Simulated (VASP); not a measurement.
# Pb: single point with PBE

Crystal: Pb.

```xyz
1
Lattice="2.5338 0.0000 0.0000 -1.2669 2.1943 0.0000 0.0000 0.0000 2.3816" Properties=species:S:1:pos:R:3 pbc="T T T"
Pb    0.0000    0.0000    0.0000
```

* Program: VASP 6.6.1
* Task: single point
* Functional: PBE
* Potentials or basis: VASP PAW PBE potentials, release 64 (Pb_d)
* Cutoff: 520 eV
* k mesh: 13 × 13 × 12
* Occupations: fermi-dirac, width 0.1 eV
* Spin: no spin polarisation

```
Pressure               : 330.4 GPa
Band gap on the k mesh : zero (band 7 reaches 29.68 eV, above the bottom of band 8 at 17.86 eV)
```

Stress tensor (GPa, compression positive):
```
330.39   0.00   0.00
  0.00 330.39   0.00
  0.00   0.00 330.49
```

Levels at points of the mesh, in eV from the Fermi level:
```
           k point  band 4  band 5  band 6  band 7  band 8  band 9  band 10  band 11
(0.00, 0.00, 0.00)  -21.66  -19.01  -19.01    5.96    6.66   11.18    11.18    14.27
(0.00, 0.00, 0.50)  -20.61  -20.61  -12.45  -11.48    9.73   12.22    13.60    13.60
```

It took 9.5 s on 1 thread of Intel Xeon 6975P-C, on a shared host, peak memory 0.14 GiB.

Caveat: spin-orbit coupling is left out, which moves the levels of the heavy elements.
